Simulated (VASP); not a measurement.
# Lu2SiF2 (I4/mmm) in VASP: notebook, part 2 of 2

VASP 6.6.1. Earlier steps stand in the parts before.

## 4. Relaxation of cell and atoms, PBE

Input file INCAR:

```
SYSTEM = Lu2SiF2
ALGO = Normal ; EDIFF = 1E-7
EDIFFG = -0.04 ; ENCUT = 600
GGA = PE ; GGA_COMPAT = .FALSE.
IBRION = 2 ; ISIF = 3
ISMEAR = 0 ; LASPH = .TRUE.
LCHARG = .FALSE. ; LREAL = .FALSE.
LWAVE = .FALSE. ; NELM = 120
NELMIN = 4 ; NSW = 90
PREC = Accurate ; SIGMA = 0.1
```

Input file KPOINTS:

```
k-points
0
G
  6 6 6
  0 0 0
```

Input file POSCAR:

```
Lu2SiF2
1.0
   -2.0307575600      2.0307575600      4.9976257800
    2.0307575600     -2.0307575600      4.9976257800
    2.0307575600      2.0307575600     -4.9976257800
Lu Si F
2 1 2
Direct
    0.2500000000      0.7500000000      0.5000000000
    0.7500000000      0.2500000000      0.5000000000
    0.0000000000      0.0000000000      0.0000000000
    0.6487585900      0.6487585900      0.0000000000
    0.3512414100      0.3512414100      0.0000000000
```

Potentials or basis: VASP PAW PBE potentials, release 64 (Lu, Si, F).

On the command line:

```sh
> cat potpaw_PBE.64/Lu/POTCAR potpaw_PBE.64/Si/POTCAR potpaw_PBE.64/F/POTCAR > POTCAR
> mpirun -np 1 vasp_std > vasp.out
```

OUTCAR:

```text
SYSTEM = Lu2SiF2
   EDIFF = 1E-7
   EDIFFG = -0.04
   ENCUT = 600
   GGA = PE
   IBRION = 2
   ISIF = 3
   ISMEAR = 0
   LASPH = .TRUE.
   LREAL = .FALSE.
   NELM = 120
   NELMIN = 4
   NSW = 90
   PREC = Accurate

 ion  position               nearest neighbor table
   1  0.250  0.750  0.500-   5 2.27   4 2.27   5 2.27   4 2.27   2 2.87   2 2.87   2 2.87   2 2.87
                             3 3.22   3 3.22   3 3.22   3 3.22
   2  0.750  0.250  0.500-   5 2.27   4 2.27   5 2.27   4 2.27   1 2.87   1 2.87   1 2.87   1 2.87
                             3 3.22   3 3.22   3 3.22   3 3.22
   3  0.000  0.000  0.000-   2 3.22   1 3.22   1 3.22   2 3.22   1 3.22   2 3.22   2 3.22   1 3.22

   4  0.649  0.649  0.000-   1 2.27   2 2.27   1 2.27   2 2.27
   5  0.351  0.351  0.000-   1 2.27   2 2.27   1 2.27   2 2.27

  LATTYP: Found a body centered tetragonal cell.
 ALAT       =     4.0615151200
 C/A-ratio  =     2.4609662317

  Lattice vectors:

 A1 = (  -2.0307575600,   2.0307575600,   4.9976257800)
 A2 = (   2.0307575600,  -2.0307575600,   4.9976257800)
 A3 = (   2.0307575600,   2.0307575600,  -4.9976257800)

Analysis of symmetry for initial positions (statically):
=====================================================================
 Subroutine PRICEL returns:
 Original cell was already a primitive cell.

 Routine SETGRP: Setting up the symmetry group for a
 body centered tetragonal supercell.

 Subroutine GETGRP returns: Found 16 space group operations
 (whereof 16 operations were pure point group operations)
 out of a pool of 16 trial point group operations.
[... 281 lines left out ...]
  ---------------------------------------------------
  free  energy   TOTEN  =       -26.9444514721 eV

  energy  without entropy=      -26.9413794340  energy(sigma->0) =      -26.94291545

 E-fermi :   3.6032     XC(G=0): -10.7904

 val. band max:        3.5916946355   @ k =  -0.3333  -0.3333   0.3333
 cond. band min:       3.6586746778   @ k =   0.0000   0.0000   0.0000
 fundamental gap:      0.0669800423
 Fermi energy:         3.6032233492

 k-point     1 :       0.0000    0.0000    0.0000
  band No.  band energies     occupation
      1     -53.1690      2.00000
      2     -53.1213      2.00000
      3     -24.1110      2.00000
      4     -24.1110      2.00000
      5     -23.8125      2.00000
      6     -23.6843      2.00000
[... 1021 lines left out ...]
     39       6.8614      0.00000
     40       8.2802      0.00000

 [... further k-points ...]

[... ionic steps 4 to 7 ...]

--------------------------------------- Ionic step        8  -------------------------------------------

 number of electron      68.0000002 magnetization

------------------------ aborting loop because EDIFF is reached ----------------------------------------
[... 73 lines left out ...]
--------------------------------------- Ionic step       10  -------------------------------------------

 number of electron      68.0000002 magnetization

 Free energy of the ion-electron system (eV)
  ---------------------------------------------------
  ext. energy  EPLUGINS =         0.00000000
  ---------------------------------------------------
  free energy    TOTEN  =       -27.22240084 eV

  energy without entropy =      -27.21927204  energy(sigma->0) =      -27.22083644

 E-fermi :   3.6761     XC(G=0): -10.8445

 val. band max:        3.6755620338   @ k =   0.0000   0.0000   0.0000
 cond. band min:       3.6910910660   @ k =  -0.3333  -0.3333   0.3333
 fundamental gap:      0.0155290322
 Fermi energy:         3.6760779495

 k-point     1 :       0.0000    0.0000    0.0000
  band No.  band energies     occupation
      1     -53.0702      2.00000
      2     -53.0183      2.00000
      3     -24.0327      2.00000
      4     -24.0327      2.00000
      5     -23.7313      2.00000
      6     -23.5790      2.00000
[... 1055 lines left out ...]
  FREE ENERGIE OF THE ION-ELECTRON SYSTEM (eV)
  ---------------------------------------------------
  free  energy   TOTEN  =       -27.2224008386 eV

  energy  without entropy=      -27.2192720430  energy(sigma->0) =      -27.22083644

 reached required accuracy - stopping structural energy minimisation
```

CONTCAR:

```text
Lu2SiF2
   1.00000000000000
    -2.2788947372484376    2.2788947372484376    4.1567206933276095
     2.2788947372484376   -2.2788947372484376    4.1567206933276095
     2.2788947372484376    2.2788947372484376   -4.1567206933276095
  Lu              Si              F
     2     1     2
Direct
     0.2500000000000000    0.7500000000000000    0.5000000000000000
     0.7500000000000000    0.2500000000000000    0.5000000000000000
     0.0000000000000000    0.0000000000000000    0.0000000000000000
     0.6562142999887886    0.6562142999887886    0.0000000000000000
     0.3437857000112114    0.3437857000112114    0.0000000000000000

  0.00000000E+00  0.00000000E+00  0.00000000E+00
  0.00000000E+00  0.00000000E+00  0.00000000E+00
  0.00000000E+00  0.00000000E+00  0.00000000E+00
  0.00000000E+00  0.00000000E+00  0.00000000E+00
  0.00000000E+00  0.00000000E+00  0.00000000E+00
```

Wall time 55 min (1 thread of Intel Xeon 8259CL, shared host); peak memory 0.44 GiB.

Results:

- Free energy: -27.2224 eV
- Relaxed volume: 17.27 Å³/atom
- Relaxed cell: a = 5.260 Å, b = 5.260 Å, c = 5.260 Å, α = 128.65°, β = 128.65°, γ = 75.58°
- Space group after relaxing (to 0.1 Å): I4/mmm (No. 139)
- Energy gained by relaxing: 547.0 meV/atom
- Ionic steps: 10
- Pressure after relaxing: 0.0 GPa
- Largest force after relaxing: 0.034 eV/Å
- Band gap on the k mesh: zero (bands 34 and 35 overlap by 0.86 eV)

Forces on the atoms (eV/Å):
```
Lu   0.000  0.000  0.000
Lu   0.000  0.000  0.000
Si   0.000  0.000  0.000
F    0.000  0.000 -0.034
F    0.000  0.000  0.034
```

The path:
```tsv
step	energy change (eV)	largest force (eV/Å)	pressure (GPa)	volume (Å³)
1	0.0000	0.8794	9.62	82.44
2	-2.3909	0.7888	-5.58	93.37
3	-2.4571	0.6546	-6.78	94.83
4	-2.7149	0.2628	0.89	85.55
5	-2.7298	0.1012	-0.67	87.13
6	-2.7298	0.0849	-0.89	87.28
7	-2.7348	0.0484	0.04	86.37
8	-2.7348	0.0502	0.00	86.41
9	-2.7348	0.0491	-0.02	86.39
10	-2.7351	0.0340	-0.01	86.35
```

Final structure:
```cif
data_structure
_symmetry_space_group_name_H-M 'P 1'
_symmetry_Int_Tables_number 1
_cell_length_a 5.2598
_cell_length_b 5.2598
_cell_length_c 5.2598
_cell_angle_alpha 128.649
_cell_angle_beta 128.649
_cell_angle_gamma 75.575
_cell_volume 86.35
loop_
_atom_site_label
_atom_site_type_symbol
_atom_site_fract_x
_atom_site_fract_y
_atom_site_fract_z
_atom_site_occupancy
Lu1 Lu 0.25000 0.75000 0.50000 1
Lu2 Lu 0.75000 0.25000 0.50000 1
Si1 Si 0.00000 0.00000 0.00000 1
F1 F 0.65621 0.65621 0.00000 1
F2 F 0.34379 0.34379 0.00000 1
```

Levels at points of the mesh, in eV from the Fermi level:
```
           k point  band 32  band 33  band 34  band 35  band 36  band 37
(0.00, 0.00, 0.00)    -0.67    -0.67    -0.54     0.00     1.71     3.40
(0.50, 0.00, 0.00)    -1.82    -0.60    -0.60     1.63     2.11     2.74
(0.50, 0.50, 0.00)    -1.66    -0.81    -0.76     1.28     1.51     2.52
(0.50, 0.50, 0.50)    -1.70    -0.32     0.39     0.39     0.89     2.29
```

Caveat: spin-orbit coupling is left out, which moves the levels of the heavy elements.

## 5. Single point, PBE

This run uses another cell than the first one, of 17.23 Å³/atom.

Input file INCAR:

```
SYSTEM = Lu2SiF2
ALGO = Normal
EDIFF = 1E-6
ENCUT = 600
GGA = PE
GGA_COMPAT = .False.
ISIF = 2
ISMEAR = 0
LASPH = .True.
LCHARG = .False.
LREAL = .False.
LWAVE = .False.
NBANDS = 42
NELM = 120
PREC = Accurate
SIGMA = 0.1
```

Input file KPOINTS:

```
k-points
0
Gamma
  12 12 12
  0 0 0
```

Input file POSCAR:

```
Lu2SiF2
1.0
   -2.2776607925      2.2776607925      4.1507816854
    2.2776607925     -2.2776607925      4.1507816854
    2.2776607925      2.2776607925     -4.1507816854
Lu Si F
2 1 2
Direct
    0.2500000000      0.7500000000      0.5000000000
    0.7500000000      0.2500000000      0.5000000000
    0.0000000000      0.0000000000      0.0000000000
    0.6561918130      0.6561918130      0.0000000000
    0.3438081870      0.3438081870      0.0000000000
```

Potentials or basis: VASP PAW PBE potentials, release 64 (Lu, Si, F).

On the command line:

```sh
> cat potpaw_PBE.64/Lu/POTCAR potpaw_PBE.64/Si/POTCAR potpaw_PBE.64/F/POTCAR > POTCAR
> mpirun -np 1 vasp_std > vasp.out
```

OUTCAR:

```text
SYSTEM = Lu2SiF2
   EDIFF = 1E-6
   ENCUT = 600
   GGA = PE
   ISIF = 2
   ISMEAR = 0
   LASPH = .True.
   LREAL = .False.
   NELM = 120
   PREC = Accurate

 ion  position               nearest neighbor table
   1  0.250  0.750  0.500-   5 2.41   4 2.41   5 2.41   4 2.41   3 3.08   3 3.08   3 3.08   3 3.08
                             2 3.22   2 3.22   2 3.22   2 3.22
   2  0.750  0.250  0.500-   5 2.41   4 2.41   5 2.41   4 2.41   3 3.08   3 3.08   3 3.08   3 3.08
                             1 3.22   1 3.22   1 3.22   1 3.22
   3  0.000  0.000  0.000-   2 3.08   1 3.08   1 3.08   2 3.08   1 3.08   2 3.08   2 3.08   1 3.08

   4  0.656  0.656  0.000-   1 2.41   2 2.41   1 2.41   2 2.41
   5  0.344  0.344  0.000-   1 2.41   2 2.41   1 2.41   2 2.41

  LATTYP: Found a body centered tetragonal cell.
 ALAT       =     4.5553215850
 C/A-ratio  =     1.8223879952

  Lattice vectors:

 A1 = (  -2.2776607925,   2.2776607925,   4.1507816854)
 A2 = (   2.2776607925,  -2.2776607925,   4.1507816854)
 A3 = (   2.2776607925,   2.2776607925,  -4.1507816854)

Analysis of symmetry for initial positions (statically):
=====================================================================
 Subroutine PRICEL returns:
 Original cell was already a primitive cell.

 Routine SETGRP: Setting up the symmetry group for a
 body centered tetragonal supercell.

 Subroutine GETGRP returns: Found 16 space group operations
 (whereof 16 operations were pure point group operations)
 out of a pool of 16 trial point group operations.

The static configuration has the point symmetry D_4h.

Analysis of symmetry for dynamics (positions and initial velocities):
=====================================================================
 Subroutine PRICEL returns:
 Original cell was already a primitive cell.

 Routine SETGRP: Setting up the symmetry group for a
 body centered tetragonal supercell.

 Subroutine GETGRP returns: Found 16 space group operations
 (whereof 16 operations were pure point group operations)
 out of a pool of 16 trial point group operations.

The dynamic configuration has the point symmetry D_4h.

 Subroutine INISYM returns: Found 16 space group operations
 (whereof 16 operations are pure point group operations),
 and found     1 'primitive' translations

----------------------------------------------------------------------------------------

                                     Primitive cell

  volume of cell :      86.1327

  direct lattice vectors                    reciprocal lattice vectors
    -2.277660792  2.277660792  4.150781685     0.000000000  0.219523470  0.120459238
     2.277660792 -2.277660792  4.150781685     0.219523470  0.000000000  0.120459238
     2.277660792  2.277660792 -4.150781685     0.219523470  0.219523470  0.000000000

  length of vectors
     5.253995239  5.253995239  5.253995239     0.250401641  0.250401641  0.310453068

  position of ions in fractional coordinates (direct lattice)
     0.250000000  0.750000000  0.500000000
     0.750000000  0.250000000  0.500000000
     0.000000000  0.000000000  0.000000000
     0.656191813  0.656191813  0.000000000
     0.343808187  0.343808187  0.000000000

  ion indices of the primitive-cell ions
   primitive index   ion index
[... 24 lines left out ...]
  Shift w.r.t. Gamma in fractional coordinates (k-lattice)
     0.000000000  0.000000000  0.000000000

 Subroutine IBZKPT returns following result:
 ===========================================

 Found    163 irreducible k-points:

 Following reciprocal coordinates:
            Coordinates               Weight
  0.000000  0.000000  0.000000      1.000000
  0.083333  0.000000 -0.000000      8.000000
  0.166667  0.000000  0.000000      8.000000
  0.250000  0.000000  0.000000      8.000000
  0.333333  0.000000 -0.000000      8.000000
  0.416667 -0.000000  0.000000      8.000000
[... 16 lines left out ...]
  0.500000  0.166667 -0.000000     16.000000
 -0.416667  0.166667 -0.000000     16.000000
 [... further k-points ...]
   k-points           NKPTS =    163   k-points in BZ     NKDIM =    163   number of bands    NBANDS=     42
   number of dos      NEDOS =    301   number of ions     NIONS =      5
   total plane-waves  NPLWV =  74088
   dimension x,y,z NGX =    42 NGY =   42 NGZ =   42
   dimension x,y,z NGXF=    84 NGYF=   84 NGZF=   84
   ions per type =               2   1   2
   NGX,Y,Z   is equivalent  to a cutoff of  13.29, 13.29, 13.29 a.u.
   NGXF,Y,Z  is equivalent  to a cutoff of  26.58, 26.58, 26.58 a.u.
 SYSTEM =  Lu2SiF2
   PREC   = accura    normal or accurate (medium, high low for compatibility)
   ISTART =      0    job   : 0-new  1-cont  2-samecut
   ICHARG =      2    charge: 1-file 2-atom 10-const
   ISPIN  =      1    spin polarized calculation?
   LNONCOLLINEAR =      F non collinear calculations
   LSORBIT =      F    spin-orbit coupling
   LASPH  =      T    aspherical Exc in radial PAW
   ENCUT  =  600.0 eV  44.10 Ry    6.64 a.u.  10.49 10.49 10.49*2*pi/ulx,y,z
   NELM   =    120;   NELMIN=  2; NELMDL= -5     # of ELM steps
   EDIFF  = 0.1E-05   stopping-criterion for ELM
   LREAL  =      F    real-space projection
   EDIFFG = 0.1E-04   stopping-criterion for IOM
   NSW    =      0    number of steps for IOM
   IBRION =     -1    ionic relax: 0-MD 1-quasi-New 2-CG
   NFREE  =      0    steps in history (QN), initial steepest desc. (CG)
   ISIF   =      2    stress and relaxation
   ISYM   =      2    0-nonsym 1-usesym 2-fastsym
   POTIM  = 0.5000    time-step for ionic-motion
   TEBEG  =    0.0;   TEEND  =   0.0 temperature during run
   PSTRESS=    0.0 pullay stress
   NELECT =      68.0000    total number of electrons
   NUPDOWN=      -1.0000    fix difference up-down
   EMIN   =  10.00;   EMAX   =-10.00  energy-range for DOS
   EFERMI =   0.00;   METHOD = LEGACY
   ISMEAR =     0;   SIGMA  =   0.10  broadening in eV -4-tet -1-fermi 0-gaus
   EFERMI_NEDOS =   21; number of points for ismear=-14 and -15
   IALGO  =     38    algorithm
   IMIX   =      4    mixing-type and parameters
     AMIX     =   0.40;   BMIX     =  1.00
     AMIX_MAG =   1.60;   BMIX_MAG =  1.00
  volume/ion in A,a.u.               =      17.23       116.25
  Fermi-wavevector in a.u.,A,eV,Ry     =   1.513056  2.859262 31.148361  2.289340
  Thomas-Fermi vector in A             =   2.622898
   LORBIT       =      0    0 simple, 1 ext, 2 COOP (PROOUT), +10 PAW based schemes
   GGA     = PE    functional components
   LHFCALC =     F    Hartree Fock is set to
   AEXX    =    0.0000 exact exchange contribution
   IVDW    =     0    specifies the selected vdW correction
   LEPSILON=     F    determine dielectric tensor
   LRPA    =     F    only Hartree local field effects (RPA)
 non-spin polarized calculation
 Gauss-broadening in eV      SIGMA  =   0.10
  energy-cutoff  :      600.00
  volume of cell :       86.13
 maximum number of plane-waves:      2894
 NGX is ok and might be reduce to    42
   NGX = 21   NGY = 21   NGZ = 21

 number of electron      68.0000009 magnetization

 Free energy of the ion-electron system (eV)
  ---------------------------------------------------
  ext. energy  EPLUGINS =         0.00000000
  ---------------------------------------------------
  free energy    TOTEN  =       -27.22888100 eV

  energy without entropy =      -27.22496519  energy(sigma->0) =      -27.22692309

 E-fermi :   3.6452     XC(G=0): -10.8572

 val. band max:        3.6356431937   @ k =  -0.4167   0.4167   0.4167
 cond. band min:       3.6526662798   @ k =  -0.0833   0.0833   0.0000
 fundamental gap:      0.0170230861
 Fermi energy:         3.6451802824

 k-point     1 :       0.0000    0.0000    0.0000
  band No.  band energies     occupation
      1     -53.0408      2.00000
      2     -52.9884      2.00000
      3     -24.0055      2.00000
      4     -24.0055      2.00000
      5     -23.7055      2.00000
      6     -23.5492      2.00000
[... 1069 lines left out ...]
     41       8.6182      0.00000
     42       8.6755      0.00000

 [... further k-points ...]
[... 5 lines left out ...]
  --------------------------------------------------------------------------------------
  -------------------------------------------------------------------------------------
  Total        0.1531560      0.1531560     -0.0135201      0.0000000      0.0000000     -0.0000000
  in kB        2.8488961      2.8488961     -0.2514904      0.0000000      0.0000000     -0.0000000
  external PRESSURE =       1.8154339 kB  Pullay stress =       0.0000000 kB

 VOLUME and BASIS-vectors are now :
 -----------------------------------------------------------------------------
  energy-cutoff  :      600.00
  volume of cell :       86.13
      direct lattice vectors                 reciprocal lattice vectors
    -2.277660792  2.277660792  4.150781685     0.000000000  0.219523470  0.120459238
     2.277660792 -2.277660792  4.150781685     0.219523470  0.000000000  0.120459238
     2.277660792  2.277660792 -4.150781685     0.219523470  0.219523470  0.000000000

 POSITION                                       TOTAL-FORCE (eV/Angst)
 -----------------------------------------------------------------------------------
      2.27766      0.00000      2.07539        -0.000000     -0.000000     -0.000000
      0.00000      2.27766      2.07539        -0.000000     -0.000000      0.000000
      0.00000      0.00000      0.00000        -0.000000     -0.000000      0.000000
      0.00000      0.00000      5.44742         0.000000      0.000000     -0.025353
      0.00000      0.00000      2.85415        -0.000000     -0.000000      0.025353
 -----------------------------------------------------------------------------------
    total drift:                               -0.000000      0.000000      0.000000

  FREE ENERGIE OF THE ION-ELECTRON SYSTEM (eV)
  ---------------------------------------------------
  free  energy   TOTEN  =       -27.2288809998 eV

  energy  without entropy=      -27.2249651855  energy(sigma->0) =      -27.22692309
```

OSZICAR:

```text
N       E                     dE             d eps       ncg     rms          rms(c)
DAV:   1     0.612314675163E+03    0.61231E+03   -0.29480E+04 20734   0.568E+03
DAV:   2     0.727036503735E+02   -0.53961E+03   -0.51240E+03 16836   0.782E+02
DAV:   3    -0.197505746606E+02   -0.92454E+02   -0.90516E+02 15344   0.199E+02
DAV:   4    -0.287881100375E+02   -0.90375E+01   -0.89394E+01 21994   0.537E+01
DAV:   5    -0.293392173202E+02   -0.55111E+00   -0.54989E+00 21488   0.106E+01    0.110E+01
DAV:   6    -0.272195843594E+02    0.21196E+01   -0.79542E+00 25518   0.310E+01    0.518E+00
DAV:   7    -0.272429158630E+02   -0.23332E-01   -0.15328E+00 17492   0.719E+00    0.247E+00
DAV:   8    -0.272387123164E+02    0.42035E-02   -0.33589E-01 23614   0.819E+00    0.785E-01
DAV:   9    -0.272265753840E+02    0.12137E-01   -0.78432E-02 23584   0.451E+00    0.253E-01
DAV:  10    -0.272287843617E+02   -0.22090E-02   -0.20608E-02 18816   0.781E-01    0.168E-01
DAV:  11    -0.272287894240E+02   -0.50622E-05   -0.16308E-03 21942   0.276E-01    0.109E-01
DAV:  12    -0.272288668881E+02   -0.77464E-04   -0.29645E-04 20176   0.206E-01    0.215E-02
DAV:  13    -0.272288829291E+02   -0.16041E-04   -0.74057E-05 20572   0.778E-02    0.136E-02
DAV:  14    -0.272288810673E+02    0.18617E-05   -0.14405E-05 18042   0.560E-02    0.302E-03
DAV:  15    -0.272288809998E+02    0.67561E-07   -0.30260E-06 14786   0.266E-02
   1 F= -.27228881E+02 E0= -.27226923E+02  d E =-.391581E-02
```

Wall time 25 min (1 thread of Intel Xeon 8259CL, shared host); peak memory 0.74 GiB.

Results:

* Free energy: -27.2289 eV
* Pressure: 0.2 GPa
* Largest force: 0.025 eV/Å
* Band gap on the k mesh: zero (bands 34 and 35 overlap by 0.87 eV)

Forces in eV/Å, atoms in the order of the input:
```
Lu   0.000  0.000  0.000
Lu   0.000  0.000  0.000
Si   0.000  0.000  0.000
F    0.000  0.000 -0.025
F    0.000  0.000  0.025
```

Caveat: spin-orbit coupling is left out, which moves the levels of the heavy elements.

## 6. Overview

```csv
task,cell,k mesh,gap on the mesh (eV),pressure (GPa),largest force (eV/Å)
single point,"a = 5.764 Å, angles 138.7, 138.7, 59.8°, 5 atoms, atomic positions A",6 × 6 × 6,none,9.7,0.88
single point,"a = 5.252 Å, angles 128.7, 128.7, 75.5°, 5 atoms, atomic positions B",6 × 6 × 6,none,0.4,0.02
relaxation of cell and atoms,"relaxed from a = 5.764 Å, angles 138.7, 138.7, 59.8°, 5 atoms, atomic positions A",6 × 6 × 6,none,0.0,0.03
single point,"a = 5.254 Å, angles 128.6, 128.6, 75.6°, 5 atoms, atomic positions B",12 × 12 × 12,none,0.2,0.03
```

Alike in all rows: level PBE; potentials or basis VASP PAW PBE potentials, release 64 (Lu, Si, F); no spin polarisation; cutoff (eV) 600; smearing gaussian 0.1 eV.

Caveats: spin-orbit coupling is left out, which moves the levels of the heavy elements; the cell stands under pressure (at least some runs).

Absolute energies hang on the potentials; compare differences alone.
